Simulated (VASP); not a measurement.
# Li (P6_3/mmc) in VASP: single point with PBE+D3(BJ)

Aim: the single point of Li with PBE+D3(BJ).

Everything below comes from runs of VASP 6.6.1. Logs are shortened: lines on timing, memory, paths and dates and some standing lists are left out, and cuts for length are marked.

## 1. The cell of the first run

It takes space group P6_3/mmc (No. 194, hexagonal). The conventional cell has a = 2.950 Å, b = 2.950 Å, c = 9.688 Å, α = 90.00°, β = 90.00°, γ = 120.00°. Li (site symmetry -3m) has 12 Li at 2.95 to 2.96 Å within 3.9 Å. Li (site symmetry -6m2) has 12 Li at 2.95 to 2.96 Å within 3.9 Å.

This isn't the form of Li at room conditions, which is bcc.

## 2. Single point, PBE+D3(BJ)

POSCAR

```
Li
1.0
    2.9500393383      0.0000000000      0.0000000000
   -1.4750196692      2.5548090092      0.0000000000
    0.0000000000      0.0000000000      9.6878098281
Li
4
Direct
    0.0000000000      0.0000000000      0.0000000000
    0.3333333333      0.6666666667      0.2500000000
    0.0000000000      0.0000000000      0.5000000000
    0.6666666667      0.3333333333      0.7500000000
```

INCAR.step1

```
PREC = Accurate
ENCUT = 520
EDIFF = 1E-6
ISMEAR = 0
SIGMA = 0.1
LREAL = F
LASPH = T
NELM = 100
ALGO = Fast
ISIF = 2
LWAVE = F
LCHARG = T
GGA = PE
IVDW = 12
NBANDS = 14
```

KPOINTS.step1

```
regular mesh
0
Gamma
  18 18 6
```

INCAR.step2

```
PREC = Accurate
ENCUT = 520
EDIFF = 1E-6
ISMEAR = -5
SIGMA = 0.1
LREAL = F
LASPH = T
NELM = 100
ALGO = Fast
ISIF = 2
LWAVE = F
LCHARG = F
GGA = PE
IVDW = 12
LORBIT = 11
NEDOS = 1001
ICHARG = 11
```

KPOINTS.step2

```
regular mesh
0
Gamma
  27 27 9
```

Potentials or basis: VASP PAW PBE potentials, release 64 (Li_sv).

Command:

```
$ cat potpaw_PBE.64/Li_sv/POTCAR > POTCAR
$ cp INCAR.step1 INCAR
$ cp KPOINTS.step1 KPOINTS
$ mpirun -np 1 vasp_std > vasp.out
$ cp INCAR.step2 INCAR
$ cp KPOINTS.step2 KPOINTS
$ mpirun -np 1 vasp_std > vasp.out
```

OUTCAR:

```text
PREC = Accurate
   ENCUT = 520
   EDIFF = 1E-6
   ISMEAR = -5
   LREAL = F
   LASPH = T
   NELM = 100
   ISIF = 2
   GGA = PE
   IVDW = 12
   LORBIT = 11
   ICHARG = 11
 IVDW          = 12

 ion  position               nearest neighbor table
   1  0.000  0.000  0.000-
   2  0.333  0.667  0.250-
   3  0.000  0.000  0.500-
   4  0.667  0.333  0.750-

  LATTYP: Found a hexagonal cell.
 ALAT       =     2.9500393383
 C/A-ratio  =     3.2839595399

  Lattice vectors:

 A1 = (   2.9500393383,   0.0000000000,   0.0000000000)
 A2 = (  -1.4750196692,   2.5548090092,   0.0000000000)
 A3 = (   0.0000000000,   0.0000000000,   9.6878098281)

Analysis of symmetry for initial positions (statically):
=====================================================================
 Subroutine PRICEL returns:
 Original cell was already a primitive cell.

 Routine SETGRP: Setting up the symmetry group for a
 hexagonal supercell.

 Subroutine GETGRP returns: Found 24 space group operations
 (whereof 12 operations were pure point group operations)
 out of a pool of 24 trial point group operations.

The static configuration has the point symmetry D_3d.
 The point group associated with its full space group is D_6h.

Analysis of symmetry for dynamics (positions and initial velocities):
=====================================================================
 Subroutine PRICEL returns:
 Original cell was already a primitive cell.

 Routine SETGRP: Setting up the symmetry group for a
 hexagonal supercell.

 Subroutine GETGRP returns: Found 24 space group operations
 (whereof 12 operations were pure point group operations)
 out of a pool of 24 trial point group operations.

The dynamic configuration has the point symmetry D_3d.
 The point group associated with its full space group is D_6h.

 Subroutine INISYM returns: Found 24 space group operations
 (whereof 12 operations are pure point group operations),
 and found     1 'primitive' translations

----------------------------------------------------------------------------------------

                                     Primitive cell

  volume of cell :      73.0150

  direct lattice vectors                    reciprocal lattice vectors
     2.950039338  0.000000000  0.000000000     0.338978531  0.195709346  0.000000000
    -1.475019669  2.554809009  0.000000000     0.000000000  0.391418692  0.000000000
     0.000000000  0.000000000  9.687809828     0.000000000  0.000000000  0.103222505

  length of vectors
     2.950039338  2.950039338  9.687809828     0.391418692  0.391418692  0.103222505

  position of ions in fractional coordinates (direct lattice)
     0.000000000  0.000000000  0.000000000
     0.333333333  0.666666667  0.250000000
     0.000000000  0.000000000  0.500000000
     0.666666667  0.333333333  0.750000000

  ion indices of the primitive-cell ions
   primitive index   ion index
                 1           1
                 2           2
                 3           3
                 4           4

----------------------------------------------------------------------------------------

 KPOINTS: regular mesh

Automatic generation of k-mesh.
 Grid dimensions read from file:
 generate k-points for:   27   27    9

 Generating k-lattice:

  Cartesian coordinates                     Fractional coordinates (reciprocal lattice)
     0.012554760  0.007248494  0.000000000     0.037037037  0.000000000  0.000000000
     0.000000000  0.014496989  0.000000000     0.000000000  0.037037037  0.000000000
     0.000000000  0.000000000  0.011469167     0.000000000  0.000000000  0.111111111

  Length of vectors
     0.014496989  0.014496989  0.011469167

  Shift w.r.t. Gamma in fractional coordinates (k-lattice)
     0.000000000  0.000000000  0.000000000

 TETIRR: Found   6288 inequivalent tetrahedra from    39366

 Subroutine IBZKPT returns following result:
 ===========================================

 Found    375 irreducible k-points:

 Following reciprocal coordinates:
            Coordinates               Weight
  0.000000  0.000000  0.000000      1.000000
  0.037037 -0.000000  0.000000      6.000000
  0.074074 -0.000000  0.000000      6.000000
  0.111111 -0.000000  0.000000      6.000000
  0.148148  0.000000  0.000000      6.000000
  0.185185 -0.000000  0.000000      6.000000
[... 16 lines left out ...]
  0.333333  0.037037  0.000000     12.000000
  0.370370  0.037037  0.000000     12.000000
 [... further k-points ...]
   k-points           NKPTS =    375   k-points in BZ     NKDIM =    375   number of bands    NBANDS=     10
   number of dos      NEDOS =   1001   number of ions     NIONS =      4
   total plane-waves  NPLWV =  41472
   dimension x,y,z NGX =    24 NGY =   24 NGZ =   72
   dimension x,y,z NGXF=    48 NGYF=   48 NGZF=  144
   ions per type =               4
   NGX,Y,Z   is equivalent  to a cutoff of  13.52, 13.52, 12.36 a.u.
   NGXF,Y,Z  is equivalent  to a cutoff of  27.05, 27.05, 24.71 a.u.
 SYSTEM =  unknown system
   PREC   = accura    normal or accurate (medium, high low for compatibility)
   ISTART =      0    job   : 0-new  1-cont  2-samecut
   ICHARG =     11    charge: 1-file 2-atom 10-const
   ISPIN  =      1    spin polarized calculation?
   LNONCOLLINEAR =      F non collinear calculations
   LSORBIT =      F    spin-orbit coupling
   LASPH  =      T    aspherical Exc in radial PAW
   ENCUT  =  520.0 eV  38.22 Ry    6.18 a.u.   5.49  5.49 18.01*2*pi/ulx,y,z
   NELM   =    100;   NELMIN=  2; NELMDL=  0     # of ELM steps
   EDIFF  = 0.1E-05   stopping-criterion for ELM
   LREAL  =      F    real-space projection
   EDIFFG = 0.1E-04   stopping-criterion for IOM
   NSW    =      0    number of steps for IOM
   IBRION =     -1    ionic relax: 0-MD 1-quasi-New 2-CG
   NFREE  =      0    steps in history (QN), initial steepest desc. (CG)
   ISIF   =      2    stress and relaxation
   ISYM   =      2    0-nonsym 1-usesym 2-fastsym
   POTIM  = 0.5000    time-step for ionic-motion
   TEBEG  =    0.0;   TEEND  =   0.0 temperature during run
   PSTRESS=    0.0 pullay stress
   NELECT =      12.0000    total number of electrons
   NUPDOWN=      -1.0000    fix difference up-down
   EMIN   =  10.00;   EMAX   =-10.00  energy-range for DOS
   EFERMI =   0.00;   METHOD = LEGACY
   ISMEAR =    -5;   SIGMA  =   0.10  broadening in eV -4-tet -1-fermi 0-gaus
   EFERMI_NEDOS =   21; number of points for ismear=-14 and -15
   IALGO  =     68    algorithm
   IMIX   =      4    mixing-type and parameters
     AMIX     =   0.40;   BMIX     =  1.00
     AMIX_MAG =   1.60;   BMIX_MAG =  1.00
  volume/ion in A,a.u.               =      18.25       123.18
  Fermi-wavevector in a.u.,A,eV,Ry     =   0.896736  1.694585 10.940928  0.804136
  Thomas-Fermi vector in A             =   2.019232
   LORBIT       =     11    0 simple, 1 ext, 2 COOP (PROOUT), +10 PAW based schemes
   GGA     = PE    functional components
   LHFCALC =     F    Hartree Fock is set to
   AEXX    =    0.0000 exact exchange contribution
   IVDW    =    12    specifies the selected vdW correction
   LEPSILON=     F    determine dielectric tensor
   LRPA    =     F    only Hartree local field effects (RPA)
 non-spin polarized calculation
 RMM-DIIS sequential band-by-band and
 Fermi weights with tetrahedron method with Bloechl corrections
  energy-cutoff  :      520.00
  volume of cell :       73.01
 maximum number of plane-waves:      2016
 NGX is ok and might be reduce to    24

 number of electron      12.0000015 magnetization

 Free energy of the ion-electron system (eV)
  ---------------------------------------------------
  ext. energy  EPLUGINS =         0.00000000
  ---------------------------------------------------
  free energy    TOTEN  =        -7.58412178 eV

  energy without entropy =       -7.58412178  energy(sigma->0) =       -7.58412178

 E-fermi :   0.9237     XC(G=0):  -7.3043

 val. band max:        0.9287312133   @ k =   0.0370   0.0370   0.0000
 cond. band min:       0.8654947016   @ k =   0.2222   0.2222   0.0000
 fundamental gap:     -0.0632365117
 Fermi energy:         0.9236726935

 k-point     1 :       0.0000    0.0000    0.0000
  band No.  band energies     occupation
      1     -45.4243      2.00000
      2     -45.4115      2.00000
      3     -45.4099      2.00000
      4     -45.3972      2.00000
      5      -2.7608      2.00000
      6      -1.6171      2.00000
      7      -1.6165      2.00000
      8       0.8357      2.00000
      9       4.1725      0.00000
     10       9.4268      0.00000

 k-point     2 :       0.0370   -0.0000    0.0000
  band No.  band energies     occupation
      1     -45.4240      2.00000
      2     -45.4113      2.00000
      3     -45.4097      2.00000
      4     -45.3971      2.00000
      5      -2.7382      2.00000
      6      -1.5936      2.00000
      7      -1.5931      2.00000
      8       0.8667      2.03249
      9       4.1792      0.00000
     10       9.4356      0.00000

 k-point     3 :       0.0741   -0.0000    0.0000
  band No.  band energies     occupation
      1     -45.4230      2.00000
      2     -45.4105      2.00000
      3     -45.4090      2.00000
      4     -45.3966      2.00000
      5      -2.6703      2.00000
      6      -1.5230      2.00000
      7      -1.5225      2.00000
      8       0.9597      0.47083
      9       4.1997      0.00000
     10       9.4632      0.00000
[... 248 lines left out ...]
 k-point    23 :       0.3333    0.0370    0.0000
  band No.  band energies     occupation
      1     -45.4031      2.00000
      2     -45.3967      2.00000
      3     -45.3952      2.00000
      4     -45.3889      2.00000
      5      -0.7025      2.00000
      6       0.4418      2.00000
      7       0.4480      2.09115
      8       3.6290      0.00000
      9       3.8684      0.00000
     10       6.5625      0.00000

 k-point    24 :       0.3704    0.0370    0.0000
  band No.  band energies     occupation
      1     -45.4005      2.00000
      2     -45.3951      2.00000
      3     -45.3936      2.00000
      4     -45.3883      2.00000
      5      -0.2635      2.00000
      6       0.8363      1.77885
      7       0.8488      1.07077
      8       3.4297      0.00000
      9       4.2158      0.00000
     10       5.9155      0.00000

 [... further k-points ...]

------------------------ aborting loop because EDIFF is reached ----------------------------------------

 Edisp (eV)   -0.75117

 E8    (eV) :    -0.3123

  FORCE on cell =-STRESS in cart. coord.  units (eV):
  Direction    XX          YY          ZZ          XY          YZ          ZX
  --------------------------------------------------------------------------------------
  -------------------------------------------------------------------------------------
  Total      -0.02339    -0.02339    -0.09014     0.00000    -0.00000     0.00000
  in kB      -0.51315    -0.51315    -1.97792     0.00000    -0.00000     0.00000
  external pressure =       -1.00 kB  Pullay stress =        0.00 kB

 VOLUME and BASIS-vectors are now :
 -----------------------------------------------------------------------------
  energy-cutoff  :      520.00
  volume of cell :       73.01
      direct lattice vectors                 reciprocal lattice vectors
     2.950039338  0.000000000  0.000000000     0.338978531  0.195709346  0.000000000
    -1.475019669  2.554809009  0.000000000     0.000000000  0.391418692  0.000000000
     0.000000000  0.000000000  9.687809828     0.000000000  0.000000000  0.103222505

 POSITION                                       TOTAL-FORCE (eV/Angst)
 -----------------------------------------------------------------------------------
      0.00000      0.00000      0.00000         0.000000      0.000000     -0.000000
     -0.00000      1.70321      2.42195        -0.000000      0.000000      0.000000
      0.00000      0.00000      4.84390         0.000000      0.000000     -0.000000
      1.47502      0.85160      7.26586        -0.000000     -0.000000     -0.000000
 -----------------------------------------------------------------------------------
    total drift:                               -0.000000      0.000000      0.000000

  FREE ENERGIE OF THE ION-ELECTRON SYSTEM (eV)
  ---------------------------------------------------
  free  energy   TOTEN  =        -8.3352876305 eV

  energy  without entropy=       -8.3352876305  energy(sigma->0) =       -8.33528763

 total charge

# of ion       s       p       d       tot
------------------------------------------
    1        2.037   0.047   0.000   2.084
    2        2.037   0.047   0.000   2.084
    3        2.037   0.047   0.000   2.084
    4        2.037   0.047   0.000   2.084
--------------------------------------------------
tot          8.148   0.189   0.000   8.337
```

Run time: 11 min. Hardware: 1 thread of Intel Xeon 8259CL, shared host; peak memory 0.35 GiB.

What came out:

- Valence electrons inside the program's atomic spheres: Li 2.08
- Dispersion energy per atom: -0.188 eV

Caveat: the cutoff is under 1.25 times the usual one of these potentials, so pressure, stress and relaxed cells hold a basis-set (Pulay) error.
